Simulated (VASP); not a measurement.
# BP (F-43m) in VASP: notebook

The runs below take BP through relaxation of cell and atoms, with PBEsol.

All numbers are computed with VASP 6.6.1; they aren't measurements. Logs are shortened: lines on timing, memory, paths and dates and some standing lists are left out, and cuts for length are marked.

## (1) The cell of the first run

Symmetry: F-43m, No. 216, cubic system. The conventional cell has a = 4.478 Å, b = 4.478 Å, c = 4.478 Å, α = 90.00°, β = 90.00°, γ = 90.00°. Within 2.6 Å of B (site symmetry -43m) lie 4 P at 1.94 Å. P (site symmetry -43m) has 4 B at 1.94 Å within 2.6 Å.

## (2) Relaxation of cell and atoms, PBEsol, target pressure 5 GPa, at which the enthalpy is minimised

Input file INCAR:

```
SYSTEM = BP
ALGO = Normal ; EDIFF = 1E-7
EDIFFG = -0.008 ; ENCUT = 600
GGA = PS ; IBRION = 2
ISIF = 3 ; ISMEAR = 0
LASPH = .TRUE. ; LCHARG = .FALSE.
LREAL = .FALSE. ; LWAVE = .FALSE.
NELM = 100 ; NSW = 70
PREC = Accurate ; PSTRESS = 50.0
SIGMA = 0.02
```

Input file KPOINTS:

```
k-points
0
G
  10 10 10
  0 0 0
```

Input file POSCAR:

```
BP
1.0
    0.0000000000      2.2388713781      2.2388713781
    2.2388713781      0.0000000000      2.2388713781
    2.2388713781      2.2388713781      0.0000000000
B P
1 1
Direct
    0.0000000000      0.0000000000      0.0000000000
    0.2500000000      0.2500000000      0.2500000000
```

Potentials or basis: VASP PAW PBE potentials, release 64 (B, P).

Command:

```sh
$ cat potpaw_PBE.64/B/POTCAR potpaw_PBE.64/P/POTCAR > POTCAR
$ mpirun -np 1 vasp_std > vasp.out
```

OUTCAR:

```text
SYSTEM = BP
   EDIFF = 1E-7
   EDIFFG = -0.008
   ENCUT = 600
   GGA = PS
   IBRION = 2
   ISIF = 3
   ISMEAR = 0
   LASPH = .TRUE.
   LREAL = .FALSE.
   NELM = 100
   NSW = 70
   PREC = Accurate
   PSTRESS = 50.0

 ion  position               nearest neighbor table
   1  0.000  0.000  0.000-   2 1.94   2 1.94   2 1.94   2 1.94
   2  0.250  0.250  0.250-   1 1.94   1 1.94   1 1.94   1 1.94

  LATTYP: Found a face centered cubic cell.
 ALAT       =     4.4777427562

  Lattice vectors:

 A1 = (   0.0000000000,   2.2388713781,   2.2388713781)
 A2 = (   2.2388713781,   0.0000000000,   2.2388713781)
 A3 = (   2.2388713781,   2.2388713781,   0.0000000000)

Analysis of symmetry for initial positions (statically):
=====================================================================
 Subroutine PRICEL returns:
 Original cell was already a primitive cell.

 Routine SETGRP: Setting up the symmetry group for a
 face centered cubic supercell.

 Subroutine GETGRP returns: Found 24 space group operations
 (whereof 24 operations were pure point group operations)
 out of a pool of 48 trial point group operations.

The static configuration has the point symmetry T_d .

Analysis of symmetry for dynamics (positions and initial velocities):
=====================================================================
 Subroutine PRICEL returns:
 Original cell was already a primitive cell.

 Routine SETGRP: Setting up the symmetry group for a
 face centered cubic supercell.

 Subroutine GETGRP returns: Found 24 space group operations
 (whereof 24 operations were pure point group operations)
 out of a pool of 48 trial point group operations.

The dynamic configuration has the point symmetry T_d .

 Subroutine INISYM returns: Found 24 space group operations
 (whereof 24 operations are pure point group operations),
 and found     1 'primitive' translations

----------------------------------------------------------------------------------------

                                     Primitive cell

  volume of cell :      22.4449

  direct lattice vectors                    reciprocal lattice vectors
     0.000000000  2.238871378  2.238871378    -0.223326809  0.223326809  0.223326809
     2.238871378  0.000000000  2.238871378     0.223326809 -0.223326809  0.223326809
     2.238871378  2.238871378  0.000000000     0.223326809  0.223326809 -0.223326809

  length of vectors
[... 90 lines left out ...]
   POTIM  = 0.5000    time-step for ionic-motion
   TEBEG  =    0.0;   TEEND  =   0.0 temperature during run
   PSTRESS=   50.0 pullay stress
   NELECT =       8.0000    total number of electrons
   NUPDOWN=      -1.0000    fix difference up-down
   EMIN   =  10.00;   EMAX   =-10.00  energy-range for DOS
   EFERMI =   0.00;   METHOD = LEGACY
   ISMEAR =     0;   SIGMA  =   0.02  broadening in eV -4-tet -1-fermi 0-gaus
   EFERMI_NEDOS =   21; number of points for ismear=-14 and -15
   IALGO  =     38    algorithm
   IMIX   =      4    mixing-type and parameters
     AMIX     =   0.40;   BMIX     =  1.00
     AMIX_MAG =   1.60;   BMIX_MAG =  1.00
  volume/ion in A,a.u.               =      11.22        75.73
  Fermi-wavevector in a.u.,A,eV,Ry     =   1.160733  2.193467 18.331146  1.347301
  Thomas-Fermi vector in A             =   2.297312
   LORBIT       =      0    0 simple, 1 ext, 2 COOP (PROOUT), +10 PAW based schemes
   GGA     = PS    functional components
   LHFCALC =     F    Hartree Fock is set to
   AEXX    =    0.0000 exact exchange contribution
   IVDW    =     0    specifies the selected vdW correction
   LEPSILON=     F    determine dielectric tensor
   LRPA    =     F    only Hartree local field effects (RPA)
 conjugate gradient relaxation of ions
 non-spin polarized calculation
 Gauss-broadening in eV      SIGMA  =   0.02
  energy-cutoff  :      600.00
  volume of cell :       22.44
 maximum number of plane-waves:       763
 NGX is ok and might be reduce to    28
   NGX = 13   NGY = 13   NGZ = 13

--------------------------------------- Ionic step        1  -------------------------------------------

 number of electron       8.0000001 magnetization

 Free energy of the ion-electron system (eV)
  ---------------------------------------------------
  ext. energy  EPLUGINS =         0.00000000
  ---------------------------------------------------
  free energy    TOTEN  =       -13.66464783 eV

  energy without entropy =      -13.66464783  energy(sigma->0) =      -13.66464783

------------------------ aborting loop because EDIFF is reached ----------------------------------------

  FORCE on cell =-STRESS in cart. coord.  units (eV):
  Direction    XX          YY          ZZ          XY          YZ          ZX
  --------------------------------------------------------------------------------------
  -------------------------------------------------------------------------------------
  Total        0.7236184      0.7236184      0.7236184      0.0000000      0.0000000      0.0000000
  in kB       51.6538590     51.6538590     51.6538590      0.0000000      0.0000000      0.0000000
  external PRESSURE =       1.6538590 kB  Pullay stress =      50.0000000 kB
[... 63 lines left out ...]
--------------------------------------- Ionic step        3  -------------------------------------------

 number of electron       8.0000001 magnetization

 Free energy of the ion-electron system (eV)
  ---------------------------------------------------
  ext. energy  EPLUGINS =         0.00000000
  ---------------------------------------------------
  free energy    TOTEN  =       -13.66525801 eV

  energy without entropy =      -13.66525801  energy(sigma->0) =      -13.66525801

 E-fermi :   8.0525     XC(G=0): -11.2117

 val. band max:        7.8752715452   @ k =   0.0000   0.0000   0.0000
 cond. band min:       8.9548490720   @ k =   0.4000   0.4000   0.0000
 fundamental gap:      1.0795775268
 Fermi energy:         8.0525416616

 k-point     1 :       0.0000    0.0000    0.0000
  band No.  band energies     occupation
      1      -7.9770      2.00000
      2       7.8753      2.00000
      3       7.8753      2.00000
      4       7.8753      2.00000
      5      11.2931      0.00000
      6      11.2931      0.00000
      7      11.2931      0.00000
      8      15.8193      0.00000
[... 243 lines left out ...]
 k-point    24 :       0.4000    0.3000    0.0000
  band No.  band energies     occupation
      1      -4.9224      2.00000
      2       1.6257      2.00000
      3       3.6387      2.00000
      4       4.2080      2.00000
      5       9.5578      0.00000
      6      11.3602      0.00000
      7      17.5821      0.00000
      8      17.6166      0.00000

 [... further k-points ...]
[... 5 lines left out ...]
  --------------------------------------------------------------------------------------
  -------------------------------------------------------------------------------------
  Total        0.7013450      0.7013450      0.7013450      0.0000000     -0.0000000      0.0000000
  in kB       50.0210381     50.0210381     50.0210381      0.0000000     -0.0000000      0.0000000
  external PRESSURE =       0.0210381 kB  Pullay stress =      50.0000000 kB
[... 21 lines left out ...]
  energy  without entropy=      -13.6652580130  energy(sigma->0) =      -13.66525801

  enthalpy is  TOTEN    =       -12.9642080310 eV   P V=        0.7010499820

 reached required accuracy - stopping structural energy minimisation
```

OSZICAR:

```text
N       E                     dE             d eps       ncg     rms          rms(c)
DAV:   1     0.108892731744E+02    0.10889E+02   -0.45686E+03   752   0.102E+03
DAV:   2    -0.142087139579E+02   -0.25098E+02   -0.24101E+02  1216   0.118E+02
DAV:   3    -0.144599579789E+02   -0.25124E+00   -0.25124E+00   840   0.155E+01
[... 19 lines left out ...]
       N       E                     dE             d eps       ncg     rms          rms(c)
DAV:   1    -0.136652637891E+02    0.56036E-03   -0.19750E-04   848   0.113E-01    0.175E-02
DAV:   2    -0.136652590389E+02    0.47502E-05   -0.96492E-06   976   0.200E-02    0.927E-03
DAV:   3    -0.136652579545E+02    0.10843E-05   -0.28784E-06   864   0.977E-03    0.242E-03
DAV:   4    -0.136652580130E+02   -0.58459E-07   -0.97021E-08   528   0.239E-03
   3 F= -.12964208E+02 E0= -.12964208E+02  d E =-.973538E-05
```

It took 16 s on 1 thread of Intel Xeon Platinum 8375C at 2.90GHz (Ice Lake), shared host; peak memory 0.15 GiB.

Results:

```yaml
Free_energy: -13.6653 eV
Relaxed_volume: 11.23 Å³/atom
Relaxed_cell: a = 3.167 Å, b = 3.167 Å, c = 3.167 Å, α = 60.00°, β = 60.00°, γ = 60.00°
Space_group_after_relaxing_to_0.05_Å: F-43m (No. 216)
Energy_change_on_relaxing_the_enthalpy_is_what_falls: -0.3 meV/atom
Ionic_steps: 3
Pressure_after_relaxing: 5.0 GPa
Band_gap_on_the_k_mesh: 1.08 eV, indirect (least direct gap 3.42 eV)
```

Step by step:
```tsv
step	energy change (eV)	largest force (eV/Å)	pressure (GPa)	volume (Å³)
1	0.0000	0.0000	5.17	22.44
2	-0.0012	0.0000	4.85	22.48
3	-0.0006	0.0000	5.00	22.46
```

Final structure:
```cif
data_structure
_symmetry_space_group_name_H-M 'P 1'
_symmetry_Int_Tables_number 1
_cell_length_a 3.1671
_cell_length_b 3.1671
_cell_length_c 3.1671
_cell_angle_alpha 60.000
_cell_angle_beta 60.000
_cell_angle_gamma 60.000
_cell_volume 22.46
loop_
_atom_site_label
_atom_site_type_symbol
_atom_site_fract_x
_atom_site_fract_y
_atom_site_fract_z
_atom_site_occupancy
B1 B 0.00000 0.00000 0.00000 1
P1 P 0.25000 0.25000 0.25000 1
```

Caveat: the cell is relaxed towards a set pressure, so the enthalpy falls and the energy may rise; the PAW data sets were made with another functional, which shifts forces and pressure a little.

(Continued in part 2 of 2.)
